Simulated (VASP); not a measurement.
**Sn: single point with PBE**

Crystal: Sn.

```xyz
2
Lattice="0.0000 3.1447 3.1447 3.1447 0.0000 3.1447 3.1447 3.1447 0.0000" Properties=species:S:1:pos:R:3 pbc="T T T"
Sn    0.0000    0.0000    0.0000
Sn    1.5724    1.5724    1.5724
```

This isn't the form of Sn at room conditions, which is tetragonal (white tin).

| Quantity | Value |
| --- | --- |
| Program | VASP 6.6.1 |
| Task | single point |
| Functional | PBE |
| Potentials or basis | VASP PAW PBE potentials, release 64 (Sn_d) |
| Cutoff | 520 eV |
| k mesh | 8 × 8 × 8 |
| Occupations | methfessel-paxton, width 0.1 eV |
| Spin | no spin polarisation |
| Dipole correction | no |
| Further INCAR settings | ALGO = Normal; EDIFF = 1e-07; NBANDS = 21 |

```yaml
Pressure: 9.1 GPa
Band_gap_on_the_k_mesh: zero (filled and empty bands touch)
```

Levels at points of the mesh, in eV from the Fermi level:
| k point | band 10 | band 11 | band 12 | band 13 | band 14 | band 15 | band 16 | band 17 | band 18 | band 19 |
| --- | --- | --- | --- | --- | --- | --- | --- | --- | --- | --- |
| (0.00, 0.00, 0.00) | -21.53 | -11.39 | -0.07 | -0.02 | -0.02 | -0.02 | 2.05 | 2.05 | 2.05 | 4.96 |
| (0.50, 0.00, 0.00) | -21.47 | -9.56 | -6.81 | -1.38 | -1.38 | 0.08 | 3.15 | 3.15 | 5.44 | 8.84 |
| (0.50, 0.50, 0.00) | -21.45 | -7.97 | -7.97 | -2.90 | -2.90 | 0.59 | 0.59 | 8.22 | 8.22 | 9.93 |

It took 65 s on 1 thread of Intel Xeon 8259CL, on a shared host, peak memory 0.21 GiB.

Caveat: the cell stands under pressure; spin-orbit coupling is left out, which moves the levels of the heavy elements.
